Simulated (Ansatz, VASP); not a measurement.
One calculation of Sb5S2, two programs

```
Sb S
1.0
     5.63710   -3.85716    0.44942
     5.63710    3.85716    0.44942
    -2.13372    0.00000    4.58255
Sb S
5 2
Direct
  0.00000 0.00000 0.00000
  0.86112 0.40465 0.75906
  0.59535 0.13888 0.24094
  0.13888 0.59535 0.24094
  0.40465 0.86112 0.75906
  0.19896 0.19896 0.52748
  0.80104 0.80104 0.47252
```

Change from the starting cell: species swapped into the Rb2Te5 type (C2/m, No. 12).

Alike in both runs: functional PBE; k mesh 3 × 3 × 4; occupations gaussian, width 0.2 eV; no spin polarisation.

Ansatz relaxed the structure, and its values are those at the end. VASP's run is a single point on that final structure, the one shown.

```csv
,VASP,Ansatz
version,VASP 6.6.1,Ansatz 0.2.0
potentials or method,"VASP PAW PBE potentials, release 64 (Sb, S), cutoff 520 eV","scalar-relativistic, plane waves, PAW"
valence electrons in the cell,37,87
```

|  | VASP | Ansatz | Ansatz less VASP |
| --- | --- | --- | --- |
| gap on the k mesh at the Fermi level (eV) | none | none | - |
| pressure (GPa) | -0.1 | -0.1 | +0.05 |
| rms of the force components (eV/Å) | 0.028 | 0.031 | +0.0023 |

A gap of «none» marks a metal or a gap that the smearing closes. VASP's potentials hold 37 valence electrons a cell and Ansatz's 87, so a difference there can come from the potentials and not from the codes.

Neither program's run includes spin-orbit coupling.
